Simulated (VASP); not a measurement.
Set up this calculation in VASP 6.6.1, as the native input.

```yaml
Task: single point
Functional: PBE
Potentials_or_basis: VASP PAW PBE potentials, release 64 (Ga_d, P, In_d)
Cutoff: 520 eV
k_mesh: 4 × 4 × 4
Occupations: fermi-dirac, width 0.02 eV
Spin: no spin polarisation
Dipole_correction: no
Further_INCAR_settings: ALGO = Normal; EDIFF = 1e-06; NBANDS = 46
```

The structure of In3GaP4 lies in POSCAR:

```
In3GaP4
1.0
    5.7923851478      0.0000000000      0.0000000000
    0.0000000000      5.7923851478      0.0000000000
    0.0000000000      0.0000000000      5.7923851478
Ga P In
1 4 3
Direct
    0.0000000000      0.0000000000      0.0000000000
    0.2388565428      0.2388565428      0.2388565428
    0.7611434572      0.7611434572      0.2388565428
    0.7611434572      0.2388565428      0.7611434572
    0.2388565428      0.7611434572      0.7611434572
    0.5000000000      0.5000000000      0.0000000000
    0.5000000000      0.0000000000      0.5000000000
    0.0000000000      0.5000000000      0.5000000000
```

The input as run:

INCAR

```
PREC     = Accurate       # precision mode
ENCUT    = 520            # plane-wave cutoff, eV
EDIFF    = 1E-6           # SCF threshold, eV
ISMEAR   = -1             # smearing method
SIGMA    = 0.02           # smearing width, eV
LREAL    = F              # projectors in reciprocal space
LASPH    = T              # aspherical terms in the spheres
NELM     = 60             # most SCF steps
ALGO     = Normal         # electronic algorithm
ISIF     = 2              # what is computed and relaxed
LWAVE    = F              # write WAVECAR
LCHARG   = F              # write CHGCAR
GGA      = PE             # functional
NBANDS   = 46             # bands
```

KPOINTS

```
regular mesh
0
Gamma
  4 4 4
```

Potentials or basis: VASP PAW PBE potentials, release 64 (Ga_d, P, In_d).

The run is started by

```bash
$ cat potpaw_PBE.64/Ga_d/POTCAR potpaw_PBE.64/P/POTCAR potpaw_PBE.64/In_d/POTCAR > POTCAR
$ mpirun -np 1 vasp_std > vasp.out
```

Results of the run:

| Quantity | Value |
| --- | --- |
| Pressure | 1.8 GPa |
| Largest force | 0.018 eV/Å |
| Band gap on the k mesh | 0.78 eV |

Caveat: semilocal functionals underestimate gaps, and a narrow one can read as zero; spin-orbit coupling is left out, which moves the levels of the heavy elements.

It took 4.7 min on 1 thread of Intel Xeon 8259CL, with other jobs on the host, peak memory 0.37 GiB.
